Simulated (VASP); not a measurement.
# Li2HfN2 (C2/m) in VASP: notebook, part 2 of 2

VASP 6.6.1. Earlier steps stand in the parts before.

### 4 Single point, LDA (strain +0.0100 x Voigt [0, 0, 0, 1, 0, 0])

The input, INCAR:

```
SYSTEM = Li2HfN2
  ALGO = Normal
  EDIFF = 1E-6
  ENCUT = 520
  GGA = CA
  ISIF = 2
  ISMEAR = 0
  LASPH = .True.
  LCHARG = .False.
  LREAL = .False.
  LWAVE = .False.
  NBANDS = 21
  NELM = 100
  PREC = Accurate
  SIGMA = 0.05
```

The input, KPOINTS:

```
k-points
0
Gamma
  9 9 6
  0 0 0
```

The input, POSCAR:

```
Li2HfN2
1.0
    3.2371209533      0.0000000000      0.0000000000
   -1.6185604767      2.8034289807      0.0140171449
    0.0000000000      0.0271179759      5.4235951800
Li Hf N
2 1 2
Direct
    0.6666666667      0.3333333333      0.3827885700
    0.3333333333      0.6666666667      0.6172114300
    0.0000000000      0.0000000000      0.0000000000
    0.6666666667      0.3333333333      0.7793848600
    0.3333333333      0.6666666667      0.2206151400
```

Potentials or basis: VASP PAW LDA potentials, release 64 (Li_sv, Hf_pv, N).

Command:

```bash
> cat potpaw_LDA.64/Li_sv/POTCAR potpaw_LDA.64/Hf_pv/POTCAR potpaw_LDA.64/N/POTCAR > POTCAR
> mpirun -np 1 vasp_std > vasp.out
```

OUTCAR:

```text
SYSTEM = Li2HfN2
   EDIFF = 1E-6
   ENCUT = 520
   GGA = CA
   ISIF = 2
   ISMEAR = 0
   LASPH = .True.
   LREAL = .False.
   NELM = 100
   PREC = Accurate

 ion  position               nearest neighbor table
   1  0.667  0.333  0.383-   5 2.06   5 2.06   5 2.07   4 2.15   2 2.25   2 2.27   2 2.27   3 2.78
                             3 2.80   3 2.80
   2  0.333  0.667  0.617-   4 2.06   4 2.06   4 2.07   5 2.15   1 2.25   1 2.27   1 2.27   3 2.78
                             3 2.80   3 2.80
   3  0.000  0.000  0.000-   4 2.21   5 2.21   4 2.21   5 2.21   4 2.23   5 2.23   2 2.78   1 2.78
                             2 2.80   1 2.80   2 2.80   1 2.80
[... 785 lines left out ...]
  -------------------------------------------------------------------------------------
  Total       -2.2570400     -2.1620800     -1.9280306      0.0000000     -0.4606355      0.0000000
  in kB      -73.4725230    -70.3813265    -62.7624106      0.0000000    -14.9948830      0.0000000
  external PRESSURE =     -68.8720867 kB  Pullay stress =       0.0000000 kB

 VOLUME and BASIS-vectors are now :
 -----------------------------------------------------------------------------
  energy-cutoff  :      520.00
  volume of cell :       49.22
      direct lattice vectors                 reciprocal lattice vectors
     3.237120953  0.000000000  0.000000000     0.308916477  0.178357470 -0.000891787
    -1.618560477  2.803428981  0.014017145     0.000000000  0.356714940 -0.001783575
     0.000000000  0.027117976  5.423595180     0.000000000 -0.000921921  0.184384152

 POSITION                                       TOTAL-FORCE (eV/Angst)
 -----------------------------------------------------------------------------------
      1.61856      0.94486      2.08076         0.000000     -0.008095     -0.085662
     -0.00000      1.88569      3.35685        -0.000000      0.008095      0.085662
      0.00000      0.00000      0.00000         0.000000      0.000000      0.000000
      1.61856      0.95561      4.23174        -0.000000      0.075930      0.159347
     -0.00000      1.87494      1.20587         0.000000     -0.075930     -0.159347
 -----------------------------------------------------------------------------------
    total drift:                                0.000000      0.000000      0.000000

  FREE ENERGIE OF THE ION-ELECTRON SYSTEM (eV)
  ---------------------------------------------------
  free  energy   TOTEN  =       -39.8820596142 eV

  energy  without entropy=      -39.8820596142  energy(sigma->0) =      -39.88205961
```

stdout:

```text
POSCAR found type information on POSCAR LiHfN
 POSCAR found :  3 types and       5 ions
 scaLAPACK will be used
 LDA part: xc-table for (Slater(with rela. corr.)+CA(PZ))
 , standard interpolation
 POSCAR, INCAR and KPOINTS ok, starting setup
 FFT: planning ... GRIDC
 FFT: planning ... GRID_SOFT
 FFT: planning ... GRID
 WAVECAR not read
 entering main loop
```

Run time: 57 s. Hardware: 1 thread of AMD EPYC 9R45 (Zen 5), shared host; peak memory 0.22 GiB.

Results:

```
Free energy            : -39.8821 eV
Largest force          : 0.177 eV/Å
Band gap on the k mesh : 1.81 eV (least direct gap 2.64 eV)
```

Forces in eV/Å, atoms in the order of the input:
```
Li   0.000 -0.008 -0.086
Li   0.000  0.008  0.086
Hf   0.000  0.000  0.000
N    0.000  0.076  0.159
N    0.000 -0.076 -0.159
```

Levels at points of the mesh, in eV from the valence-band top:
| k point | band 11 | band 12 | band 13 | band 14 | band 15 | band 16 |
| --- | --- | --- | --- | --- | --- | --- |
| (0.00, 0.00, 0.00) | -0.43 | -0.01 | 0.00 | 3.39 | 3.43 | 3.83 |
| (0.00, 0.00, 0.50) | -2.06 | -0.22 | -0.20 | 3.30 | 3.34 | 4.33 |

Caveat: the cell differs from its parent crystal (strain +0.0100 x Voigt [0, 0, 0, 1, 0, 0]); the cutoff is under 1.25 times the usual one of these potentials, so pressure, stress and relaxed cells hold a basis-set (Pulay) error; spin-orbit coupling is left out, which moves the levels of the heavy elements; an odd mesh through Γ misses points on the zone boundary, where band edges can lie.

### 5 Single point, LDA (strain -0.0300 x Voigt [0, 0, 0, 1, 0, 0])

The input, INCAR:

```
  ALGO = Normal
  EDIFF = 1E-6
  ENCUT = 520
  GGA = CA
  ISIF = 2
  ISMEAR = 0
  LASPH = True
  LCHARG = False
  LREAL = False
  LWAVE = False
  NBANDS = 21
  NELM = 100
  PREC = Accurate
  SIGMA = 0.05
```

The input, KPOINTS:

```
k-points
0
Gamma
  9 9 6
```

Edit POSCAR of step 4 so:

```diff
@@ -3,4 +3,4 @@
     3.2371209533      0.0000000000      0.0000000000
-   -1.6185604767      2.8034289807      0.0140171449
-    0.0000000000      0.0271179759      5.4235951800
+   -1.6185604767      2.8034289807     -0.0420514347
+    0.0000000000     -0.0813539277      5.4235951800
 Li Hf N
```

Command:

```bash
> cat potpaw_LDA.64/Li_sv/POTCAR potpaw_LDA.64/Hf_pv/POTCAR potpaw_LDA.64/N/POTCAR > POTCAR
> mpirun -np 1 vasp_std > vasp.out
```

It took 55 s on 1 thread of AMD EPYC 9R45 (Zen 5), shared host; peak memory 0.22 GiB.

It converged, with:

```
Free energy            : -39.8636 eV
Largest force          : 0.279 eV/Å
Band gap on the k mesh : 1.71 eV (least direct gap 2.55 eV)
```

Forces in eV/Å, atoms in the order of the input:
```
Li   0.000  0.027 -0.079
Li   0.000 -0.027  0.079
Hf   0.000  0.000  0.000
N    0.000 -0.239  0.145
N    0.000  0.239 -0.145
```

Levels at points of the mesh, in eV from the valence-band top:
| k point | band 9 | band 10 | band 11 | band 12 | band 13 | band 14 | band 15 | band 16 | band 17 | band 18 |
| --- | --- | --- | --- | --- | --- | --- | --- | --- | --- | --- |
| (0.00, 0.00, 0.00) | -2.92 | -2.83 | -0.44 | -0.01 | 0.00 | 3.33 | 3.47 | 3.83 | 4.70 | 7.24 |
| (0.00, 0.00, 0.50) | -2.84 | -2.76 | -2.07 | -0.24 | -0.18 | 3.24 | 3.38 | 4.32 | 6.35 | 7.07 |

Caveat: the cell differs from its parent crystal (strain -0.0300 x Voigt [0, 0, 0, 1, 0, 0]); the cutoff is under 1.25 times the usual one of these potentials, so pressure, stress and relaxed cells hold a basis-set (Pulay) error; spin-orbit coupling is left out, which moves the levels of the heavy elements; an odd mesh through Γ misses points on the zone boundary, where band edges can lie.

### 6 Single point, LDA (strain +0.0200 x Voigt [0, 0, 0, 1, 0, 0])

The input, INCAR:

```
PREC     = Accurate       # precision mode
ENCUT    = 520            # plane-wave cutoff, eV
EDIFF    = 1E-6           # SCF threshold, eV
ISMEAR   = 0              # smearing method
SIGMA    = 0.05           # smearing width, eV
LREAL    = F              # projectors in reciprocal space
LASPH    = T              # aspherical terms in the spheres
NELM     = 100            # most SCF steps
ALGO     = Normal         # electronic algorithm
ISIF     = 2              # what is computed and relaxed
LWAVE    = F              # write WAVECAR
LCHARG   = F              # write CHGCAR
GGA      = CA             # functional
NBANDS   = 21             # bands
```

The input, KPOINTS:

```
Automatic mesh
0
Gamma
  9 9 6
```

Edit POSCAR of step 5 so:

```diff
@@ -3,4 +3,4 @@
     3.2371209533      0.0000000000      0.0000000000
-   -1.6185604767      2.8034289807     -0.0420514347
-    0.0000000000     -0.0813539277      5.4235951800
+   -1.6185604767      2.8034289807      0.0280342898
+    0.0000000000      0.0542359518      5.4235951800
 Li Hf N
```

Potentials or basis: VASP PAW LDA potentials, release 64 (Li_sv, Hf_pv, N).

Command:

```bash
> cat potpaw_LDA.64/Li_sv/POTCAR potpaw_LDA.64/Hf_pv/POTCAR potpaw_LDA.64/N/POTCAR > POTCAR
> mpirun -np 1 vasp_std > vasp.out
```

OUTCAR:

```text
PREC = Accurate
   ENCUT = 520
   EDIFF = 1E-6
   ISMEAR = 0
   LREAL = F
   LASPH = T
   NELM = 100
   ISIF = 2
   GGA = CA

 ion  position               nearest neighbor table
   1  0.667  0.333  0.383-   5 2.06   5 2.06   5 2.08   4 2.15   2 2.24   2 2.27   2 2.27   3 2.77
                             3 2.81   3 2.81
   2  0.333  0.667  0.617-   4 2.06   4 2.06   4 2.08   5 2.15   1 2.24   1 2.27   1 2.27   3 2.77
                             3 2.81   3 2.81
   3  0.000  0.000  0.000-   4 2.21   5 2.21   4 2.21   5 2.21   4 2.24   5 2.24   2 2.77   1 2.77
[... 786 lines left out ...]
  -------------------------------------------------------------------------------------
  Total       -2.2932404     -2.0937608     -1.9049540      0.0000000     -0.9154713      0.0000000
  in kB      -74.6565377    -68.1624700    -62.0158562      0.0000000    -29.8032067      0.0000000
  external PRESSURE =     -68.2782880 kB  Pullay stress =       0.0000000 kB

 VOLUME and BASIS-vectors are now :
 -----------------------------------------------------------------------------
  energy-cutoff  :      520.00
  volume of cell :       49.21
      direct lattice vectors                 reciprocal lattice vectors
     3.237120953  0.000000000  0.000000000     0.308916477  0.178370848 -0.001783708
    -1.618560477  2.803428981  0.028034290     0.000000000  0.356741696 -0.003567417
     0.000000000  0.054235952  5.423595180     0.000000000 -0.001843980  0.184397983

 POSITION                                       TOTAL-FORCE (eV/Angst)
 -----------------------------------------------------------------------------------
      1.61856      0.95524      2.08544         0.000000     -0.015866     -0.083085
     -0.00000      1.90243      3.36619        -0.000000      0.015866      0.083085
      0.00000      0.00000      0.00000        -0.000000     -0.000000      0.000000
      1.61856      0.97675      4.23641        -0.000000      0.150315      0.153995
     -0.00000      1.88092      1.21522         0.000000     -0.150315     -0.153995
 -----------------------------------------------------------------------------------
    total drift:                                0.000000      0.000000      0.000000

  FREE ENERGIE OF THE ION-ELECTRON SYSTEM (eV)
  ---------------------------------------------------
  free  energy   TOTEN  =       -39.8753238563 eV

  energy  without entropy=      -39.8753238563  energy(sigma->0) =      -39.87532386
```

Run time: 60 s. Hardware: 1 thread of AMD EPYC 9R45 (Zen 5), shared host; peak memory 0.22 GiB.

What came out:

| Quantity | Value |
| --- | --- |
| Free energy | -39.8753 eV |
| Largest force | 0.215 eV/Å |
| Band gap on the k mesh | 1.79 eV (least direct gap 2.62 eV) |

Forces on the atoms (eV/Å):
```
Li   0.000 -0.016 -0.083
Li   0.000  0.016  0.083
Hf   0.000  0.000  0.000
N    0.000  0.150  0.154
N    0.000 -0.150 -0.154
```

Caveat: the cell differs from its parent crystal (strain +0.0200 x Voigt [0, 0, 0, 1, 0, 0]); the cutoff is under 1.25 times the usual one of these potentials, so pressure, stress and relaxed cells hold a basis-set (Pulay) error; spin-orbit coupling is left out, which moves the levels of the heavy elements; an odd mesh through Γ misses points on the zone boundary, where band edges can lie.

### 7 Summary

```tsv
cell	gap on the mesh (eV)	largest force (eV/Å)
a = 3.237, b = 3.237, c = 5.424 Å, angles 88.5, 90.0, 120.0°, 5 atoms	1.76	0.27
a = 3.237, b = 3.237, c = 5.424 Å, angles 91.0, 90.0, 120.0°, 5 atoms	1.75	0.22
a = 3.237, b = 3.237, c = 5.424 Å, angles 89.5, 90.0, 120.0°, 5 atoms	1.81	0.18
a = 3.237, b = 3.237, c = 5.424 Å, angles 91.5, 90.0, 120.0°, 5 atoms	1.71	0.28
a = 3.237, b = 3.237, c = 5.424 Å, angles 89.0, 90.0, 120.0°, 5 atoms	1.79	0.22
```

Alike in all rows: task single point; level LDA; potentials or basis VASP PAW LDA potentials, release 64 (Li_sv, Hf_pv, N); no spin polarisation; k mesh 9 × 9 × 6; cutoff (eV) 520; smearing gaussian 0.05 eV.

Caveats: the cutoff is under 1.25 times the usual one of these potentials, so pressure, stress and relaxed cells hold a basis-set (Pulay) error; spin-orbit coupling is left out, which moves the levels of the heavy elements; an odd mesh through Γ misses points on the zone boundary, where band edges can lie.

Total energies depend on the potentials used, so only differences within one code and one set of settings carry meaning.
